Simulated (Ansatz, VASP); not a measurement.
Ru in VASP and in Ansatz

```
Ru
1.0
    -1.50928    1.50928    1.50928
     1.50928   -1.50928    1.50928
     1.50928    1.50928   -1.50928
Ru
1
Direct
  0.00000 0.00000 0.00000
```

Alike in both runs: task single point; functional PBEsol; k mesh 6 × 6 × 6; occupations gaussian, width 0.1 eV; no spin polarisation.

|  | VASP | Ansatz |
| --- | --- | --- |
| version | VASP 6.6.1 | Ansatz 0.2.0 |
| potentials or method | VASP PAW PBE potentials, release 64 (Ru_pv), cutoff 500 eV | scalar-relativistic, plane waves, PAW |
| valence electrons in the cell | 14 | 16 |

Ansatz gave:

* gap on the k mesh at the Fermi level (eV): none
* pressure (GPa): 1.2

Question: What did VASP give for the same quantities?

Answer: gap on the k mesh at the Fermi level (eV): none; pressure (GPa): 1.1.

VASP's potentials were made for PBE, not for PBEsol, and Ansatz warns of the same on its side. A gap of «none» marks a metal or a gap that the smearing closes. VASP's potentials hold 14 valence electrons a cell and Ansatz's 16, so a difference there can come from the potentials and not from the codes.

The k mesh is coarse, so the values compare programs but aren't converged.
